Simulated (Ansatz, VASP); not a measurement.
**Two plane-wave programs on GeAu**

The input INCAR:

```
ALGO = Normal
EDIFF = 1E-6
ENCUT = 520
GGA = PS
ISIF = 2
ISMEAR = 0
LASPH = True
LCHARG = False
LREAL = False
LWAVE = False
NBANDS = 20
NELM = 100
PREC = Accurate
SIGMA = 0.05
```

Contents of KPOINTS:

```
k-points
0
Gamma
  10 10 10
```

POSCAR

```
GeAu
1.0
    3.2732956791      0.0000000000      0.0000000000
    0.0000000000      3.2732956791      0.0000000000
    0.0000000000      0.0000000000      3.2732956791
Au Ge
1 1
Direct
    0.0000000000      0.0000000000      0.0000000000
    0.5000000000      0.5000000000      0.5000000000
```

Input for Ansatz:

```yaml
crystal:
  lattice:
    - [3.2732956791, 0.0, 0.0]
    - [0.0, 3.2732956791, 0.0]
    - [0.0, 0.0, 3.2732956791]
  atoms:
    - { symbol: Au, position: [0.0, 0.0, 0.0] }
    - { symbol: Ge, position: [0.5, 0.5, 0.5] }
basis:
  ecutwfc: 420
  ecutrho_ratio: 4
kpoints:
  mp_grid: { grid: [10, 10, 10] }
hamiltonian:
  xc: pbesol
scf:
  occupations: { method: gaussian, width: 0.05 }
output:
  forces: true
  stress: true
  eigenvalues: true
```

Alike in both runs: task single point; functional PBEsol; k mesh 10 × 10 × 10; occupations gaussian, width 0.05 eV; no spin polarisation.

```csv
,VASP,Ansatz
version,VASP 6.6.1,Ansatz 0.2.0
potentials or method,"VASP PAW PBE potentials, release 64 (Au, Ge_d), cutoff 520 eV","scalar-relativistic, plane waves, PAW"
valence electrons in the cell,25,33
```

```csv
,VASP,Ansatz,Ansatz less VASP
pressure (GPa),2.2,2.2,+0.06
```

VASP's potentials were made for PBE, not for PBEsol. The functional is the same, so the differences come from potentials, cutoffs and numerics. VASP's potentials hold 25 valence electrons a cell and Ansatz's 33, so a difference there can come from the potentials and not from the codes.

Neither program's run includes spin-orbit coupling.
